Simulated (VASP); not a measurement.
A run of VASP 6.6.1 is set up as follows.

File INCAR:

```
PREC = Accurate ; ENCUT = 520
EDIFF = 1E-6 ; ISMEAR = 0
SIGMA = 0.1 ; LREAL = False
LASPH = True ; NELM = 100
ALGO = Normal ; ISIF = 2
LWAVE = False ; LCHARG = False
GGA = PE ; NBANDS = 10
```

Contents of KPOINTS:

```
regular mesh
0
Gamma
  18 18 16
```

File POSCAR:

```
Os
1.0
    2.6639340910      0.0000000000      0.0000000000
   -1.3319670455      2.3070345968      0.0000000000
    0.0000000000      0.0000000000      2.5690360779
Os
1
Direct
    0.0000000000      0.0000000000      0.0000000000
```

Potentials or basis: VASP PAW PBE potentials, release 64 (Os).

Launch:

```sh
$ cat potpaw_PBE.64/Os/POTCAR > POTCAR
$ mpirun -np 1 vasp_std > vasp.out
```

Task: What does it give for the band gap on the k mesh?

Result: Zero (bands 4 and 5 overlap by 4.88 eV).

Task: What does it give for the pressure?

Result: -0.1 GPa.

Stress tensor (GPa, compression positive):
```
-0.07  0.00  0.00
 0.00 -0.07  0.00
 0.00  0.00 -0.26
```

Caveat: spin-orbit coupling is left out, which moves the levels of the heavy elements.
